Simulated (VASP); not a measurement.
# LiF (Fm-3m) in VASP: notebook

The runs below take LiF through single point, with HSE06.

Everything below comes from runs of VASP 6.6.1. Logs are shortened: lines on timing, memory, paths and dates and some standing lists are left out, and cuts for length are marked.

**1. The cell of the first run**

The structure is cubic, space group Fm-3m (No. 225). Conventional cell: a = 3.839 Å, b = 3.839 Å, c = 3.839 Å, α = 90.00°, β = 90.00°, γ = 90.00°. Li (site symmetry m-3m) has 6 F at 1.92 Å within 2.5 Å. F (site symmetry m-3m) has 6 Li at 1.92 Å within 2.5 Å.

**2. Single point, HSE06 (strain -3.8%)**

Input file POSCAR:

```
LiF
1.0
    0.0000000000      1.9196626132      1.9196626132
    1.9196626132      0.0000000000      1.9196626132
    1.9196626132      1.9196626132      0.0000000000
Li F
1 1
Direct
    0.0000000000      0.0000000000      0.0000000000
    0.5000000000      0.5000000000      0.5000000000
```

Input file INCAR.step1:

```
PREC = Accurate
ENCUT = 520
EDIFF = 1E-5
ISMEAR = 0
SIGMA = 0.01
LREAL = F
LASPH = T
NELM = 100
ALGO = Normal
ISIF = 2
LWAVE = T
LCHARG = F
NBANDS = 12
GGA = PE
```

Input file INCAR.step2:

```
PREC = Accurate
ENCUT = 520
EDIFF = 1E-6
ISMEAR = 0
SIGMA = 0.01
LREAL = F
LASPH = T
NELM = 100
ALGO = Normal
ISIF = 2
LWAVE = F
LCHARG = F
GGA = PE
LHFCALC = T
HFSCREEN = 0.2079
PRECFOCK = Normal
NBANDS = 12
ISTART = 1
```

Input file KPOINTS:

```
regular mesh
0
Gamma
  8 8 8
```

Potentials or basis: VASP PAW PBE potentials, release 64 (Li_sv, F).

On the command line:

```console
> cat potpaw_PBE.64/Li_sv/POTCAR potpaw_PBE.64/F/POTCAR > POTCAR
> cp INCAR.step1 INCAR
> mpirun -np 1 vasp_std > vasp.out
> cp INCAR.step2 INCAR
> mpirun -np 1 vasp_std > vasp.out
```

OUTCAR:

```text
PREC = Accurate
   ENCUT = 520
   EDIFF = 1E-6
   ISMEAR = 0
   LREAL = F
   LASPH = T
   NELM = 100
   ISIF = 2
   GGA = PE
   LHFCALC = T
   HFSCREEN = 0.2079
   PRECFOCK = Normal
   ISTART = 1

 ion  position               nearest neighbor table
   1  0.000  0.000  0.000-   2 1.92   2 1.92   2 1.92   2 1.92   2 1.92   2 1.92
   2  0.500  0.500  0.500-   1 1.92   1 1.92   1 1.92   1 1.92   1 1.92   1 1.92

  LATTYP: Found a face centered cubic cell.
 ALAT       =     3.8393252264

  Lattice vectors:

 A1 = (   0.0000000000,   1.9196626132,   1.9196626132)
 A2 = (   1.9196626132,   0.0000000000,   1.9196626132)
 A3 = (   1.9196626132,   1.9196626132,   0.0000000000)

Analysis of symmetry for initial positions (statically):
=====================================================================
 Subroutine PRICEL returns:
 Original cell was already a primitive cell.

 Routine SETGRP: Setting up the symmetry group for a
 face centered cubic supercell.

 Subroutine GETGRP returns: Found 48 space group operations
 (whereof 48 operations were pure point group operations)
 out of a pool of 48 trial point group operations.

The static configuration has the point symmetry O_h .

Analysis of symmetry for dynamics (positions and initial velocities):
=====================================================================
 Subroutine PRICEL returns:
 Original cell was already a primitive cell.

 Routine SETGRP: Setting up the symmetry group for a
 face centered cubic supercell.

 Subroutine GETGRP returns: Found 48 space group operations
 (whereof 48 operations were pure point group operations)
 out of a pool of 48 trial point group operations.

The dynamic configuration has the point symmetry O_h .

 Subroutine INISYM returns: Found 48 space group operations
 (whereof 48 operations are pure point group operations),
 and found     1 'primitive' translations

----------------------------------------------------------------------------------------

                                     Primitive cell

  volume of cell :      14.1483

  direct lattice vectors                    reciprocal lattice vectors
[... 93 lines left out ...]
   ISIF   =      2    stress and relaxation
   ISYM   =      3    0-nonsym 1-usesym 2-fastsym
   POTIM  = 0.5000    time-step for ionic-motion
   TEBEG  =    0.0;   TEEND  =   0.0 temperature during run
   PSTRESS=    0.0 pullay stress
   NELECT =      10.0000    total number of electrons
   NUPDOWN=      -1.0000    fix difference up-down
   EMIN   =  10.00;   EMAX   =-10.00  energy-range for DOS
   EFERMI =   0.00;   METHOD = LEGACY
   ISMEAR =     0;   SIGMA  =   0.01  broadening in eV -4-tet -1-fermi 0-gaus
   EFERMI_NEDOS =   21; number of points for ismear=-14 and -15
   IALGO  =     38    algorithm
   IMIX   =      1    mixing-type and parameters
     AMIX     =   0.40;   BMIX     =  1.00
     AMIX_MAG =   1.60;   BMIX_MAG =  1.00
  volume/ion in A,a.u.               =       7.07        47.74
  Fermi-wavevector in a.u.,A,eV,Ry     =   1.458277  2.755743 28.933753  2.126571
  Thomas-Fermi vector in A             =   2.574980
   LORBIT       =      0    0 simple, 1 ext, 2 COOP (PROOUT), +10 PAW based schemes
   GGA     = PE    functional components
   LHFCALC =     T    Hartree Fock is set to
   PRECFOCK=normal    Normal, Fast or Accurate (Low or Medium for compatibility)
   ENCUT4O =  -1.0   cutoff for four orbital integrals eV
   NKREDX  =     1    reduce k-point grid by
   NKREDY  =     1    reduce k-point grid by
   NKREDZ  =     1    reduce k-point grid by
   AEXX    =    0.2500 exact exchange contribution
   HFSCREEN=    0.2079 screening length (either q_TF or 0.3 A-1)
   HFSCREENC=   0.2079 screening length for correlation (either q_TF or 0.3 A-1)
   ENCUTFOCK=  -1.0 apply spherical cutoff to Coloumb kernel
   IVDW    =     0    specifies the selected vdW correction
   LEPSILON=     F    determine dielectric tensor
   LRPA    =     F    only Hartree local field effects (RPA)
 non-spin polarized calculation
 Gauss-broadening in eV      SIGMA  =   0.01
  energy-cutoff  :      520.00
  volume of cell :       14.15
 maximum number of plane-waves:       392
  NGX = 16; NGY = 16; NGZ = 16

 number of electron       9.9999981 magnetization

 Free energy of the ion-electron system (eV)
  ---------------------------------------------------
  ext. energy  EPLUGINS =         0.00000000
  ---------------------------------------------------
  free energy    TOTEN  =       -11.31191962 eV

  energy without entropy =      -11.31191962  energy(sigma->0) =      -11.31191962

 E-fermi :  -1.6591     XC(G=0):  -8.7337

 val. band max:       -1.8088731364   @ k =   0.0000   0.0000   0.0000
 cond. band min:      11.0799913453   @ k =   0.0000   0.0000   0.0000
 fundamental gap:     12.8888644817
 Fermi energy:        -1.6591454510

 k-point     1 :       0.0000    0.0000    0.0000
  band No.  band energies     occupation
      1     -44.4974      2.00000
      2     -23.8249      2.00000
      3      -1.8089      2.00000
      4      -1.8089      2.00000
      5      -1.8089      2.00000
      6      11.0800      0.00000
      7      26.5598      0.00000
      8      26.5598      0.00000
      9      26.5598      0.00000
     10      26.8075      0.00000
     11      26.8075      0.00000
     12      26.8075      0.00000
[... 331 lines left out ...]
 k-point    24 :      -0.3750    0.2500    0.1250
  band No.  band energies     occupation
      1     -44.3713      2.00000
      2     -23.0827      2.00000
      3      -4.7555      2.00000
      4      -3.3889      2.00000
      5      -2.4374      2.00000
      6      14.1726      0.00000
      7      17.8992      0.00000
      8      21.1217      0.00000
      9      21.8605      0.00000
     10      30.6707      0.00000
     11      31.8862      0.00000
     12      38.1665      0.00000

 [... further k-points ...]
[... 5 lines left out ...]
  --------------------------------------------------------------------------------------
  -------------------------------------------------------------------------------------
  Total        1.1295279      1.1295279      1.1295279      0.0000000      0.0000000      0.0000000
  in kB      127.9095100    127.9095100    127.9095100      0.0000000      0.0000000      0.0000000
  external PRESSURE =     127.9095100 kB  Pullay stress =       0.0000000 kB

 VOLUME and BASIS-vectors are now :
 -----------------------------------------------------------------------------
  energy-cutoff  :      520.00
  volume of cell :       14.15
      direct lattice vectors                 reciprocal lattice vectors
     0.000000000  1.919662613  1.919662613    -0.260462436  0.260462436  0.260462436
     1.919662613  0.000000000  1.919662613     0.260462436 -0.260462436  0.260462436
     1.919662613  1.919662613  0.000000000     0.260462436  0.260462436 -0.260462436

 POSITION                                       TOTAL-FORCE (eV/Angst)
 -----------------------------------------------------------------------------------
      0.00000      0.00000      0.00000         0.000000     -0.000000      0.000000
      1.91966      1.91966      1.91966        -0.000000      0.000000     -0.000000
 -----------------------------------------------------------------------------------
    total drift:                                0.000000      0.000000      0.000000

  FREE ENERGIE OF THE ION-ELECTRON SYSTEM (eV)
  ---------------------------------------------------
  free  energy   TOTEN  =       -11.3119196165 eV

  energy  without entropy=      -11.3119196165  energy(sigma->0) =      -11.31191962
```

OUTCAR.step1:

```text
PREC = Accurate
   ENCUT = 520
   EDIFF = 1E-5
   ISMEAR = 0
   LREAL = F
   LASPH = T
[... 582 lines left out ...]
 -----------------------------------------------------------------------------------
      0.00000      0.00000      0.00000         0.000000     -0.000000      0.000000
      1.91966      1.91966      1.91966        -0.000000      0.000000     -0.000000
 -----------------------------------------------------------------------------------
    total drift:                                0.000000      0.000000      0.000000

  FREE ENERGIE OF THE ION-ELECTRON SYSTEM (eV)
  ---------------------------------------------------
  free  energy   TOTEN  =        -9.5183931288 eV

  energy  without entropy=       -9.5183931288  energy(sigma->0) =       -9.51839313
```

OSZICAR.step1:

```text
N       E                     dE             d eps       ncg     rms          rms(c)
DAV:   1     0.300986111335E+02    0.30099E+02   -0.56056E+03   728   0.864E+02
DAV:   2    -0.909693587010E+01   -0.39196E+02   -0.38386E+02   840   0.192E+02
DAV:   3    -0.100316845164E+02   -0.93475E+00   -0.93297E+00   888   0.253E+01
DAV:   4    -0.100388353136E+02   -0.71508E-02   -0.71506E-02   820   0.255E+00
DAV:   5    -0.100388985343E+02   -0.63221E-04   -0.63221E-04   848   0.174E-01    0.458E+00
DAV:   6    -0.950614129329E+01    0.53276E+00   -0.23051E+00   796   0.987E+00    0.130E+00
DAV:   7    -0.951197945576E+01   -0.58382E-02   -0.26916E-02   880   0.143E+00    0.842E-01
DAV:   8    -0.951833849580E+01   -0.63590E-02   -0.13121E-02   856   0.121E+00    0.109E-01
DAV:   9    -0.951831872102E+01    0.19775E-04   -0.89553E-04   792   0.280E-01    0.397E-02
DAV:  10    -0.951839607582E+01   -0.77355E-04   -0.98225E-05   788   0.834E-02    0.150E-02
DAV:  11    -0.951839312881E+01    0.29470E-05   -0.56550E-06   536   0.223E-02
   1 F= -.95183931E+01 E0= -.95183931E+01  d E =0.000000E+00
```

It took 11 min on 1 thread of Intel Xeon Platinum 8375C at 2.90GHz (Ice Lake), shared host; peak memory 0.23 GiB.

Results:

- Free energy: -11.3119 eV
- Band gap on the k mesh: 12.89 eV

Caveat: the cell differs from its parent crystal (strain -3.8%); the cutoff is under 1.25 times the usual one of these potentials, so pressure, stress and relaxed cells hold a basis-set (Pulay) error; the PAW data sets were made with another functional, which shifts forces and pressure a little. A k mesh can miss the band edges.

**3. Single point, HSE06**

This run uses another cell than the first one, of 7.94 Å³/atom.

Input file POSCAR:

```
LiF
1.0
    0.0000000000      1.9948691814      1.9948691814
    1.9948691814      0.0000000000      1.9948691814
    1.9948691814      1.9948691814      0.0000000000
Li F
1 1
Direct
    0.0000000000      0.0000000000      0.0000000000
    0.5000000000      0.5000000000      0.5000000000
```

Input file INCAR.step1:

```
SYSTEM = LiF
PREC = Accurate ; ENCUT = 520
EDIFF = 1E-5 ; ISMEAR = 0
SIGMA = 0.01 ; LREAL = .FALSE.
LASPH = .TRUE. ; NELM = 80
ALGO = Normal ; ISIF = 2
LWAVE = .TRUE. ; LCHARG = .FALSE.
GGA = PE ; NBANDS = 12
```

Input file INCAR.step2:

```
SYSTEM = LiF
PREC = Accurate ; ENCUT = 520
EDIFF = 1E-7 ; ISMEAR = 0
SIGMA = 0.01 ; LREAL = .FALSE.
LASPH = .TRUE. ; NELM = 80
ALGO = Normal ; ISIF = 2
LWAVE = .FALSE. ; LCHARG = .FALSE.
GGA = PE ; LHFCALC = .TRUE.
HFSCREEN = 0.2079 ; PRECFOCK = Normal
ISTART = 1 ; NBANDS = 12
```

Input file KPOINTS:

```
regular mesh
0
G
  8 8 8
  0 0 0
```

Potentials or basis: VASP PAW PBE potentials, release 64 (Li_sv, F).

On the command line:

```console
> cat potpaw_PBE.64/Li_sv/POTCAR potpaw_PBE.64/F/POTCAR > POTCAR
> cp INCAR.step1 INCAR
> mpirun -np 1 vasp_std > vasp.out
> cp INCAR.step2 INCAR
> mpirun -np 1 vasp_std > vasp.out
```

Run time: 10 min. Hardware: 1 thread of Intel Xeon Platinum 8375C at 2.90GHz (Ice Lake), shared host; peak memory 0.25 GiB.

Results (log left out):

- Free energy: -11.3860 eV
- Band gap on the k mesh: 11.67 eV

Levels at points of the mesh, in eV from the valence-band top:
```csv
k point,band 2,band 3,band 4,band 5,band 6,band 7,band 8,band 9
"(0.00, 0.00, 0.00)",-21.66,0.00,0.00,0.00,11.67,27.00,27.00,27.00
"(0.50, 0.00, 0.00)",-21.18,-2.75,-0.26,-0.26,13.27,19.76,21.63,21.63
"(0.50, 0.50, 0.00)",-20.89,-3.25,-1.10,-1.10,17.69,18.91,20.35,23.30
```

Caveat: the cutoff is under 1.25 times the usual one of these potentials, so pressure, stress and relaxed cells hold a basis-set (Pulay) error; the PAW data sets were made with another functional, which shifts forces and pressure a little.
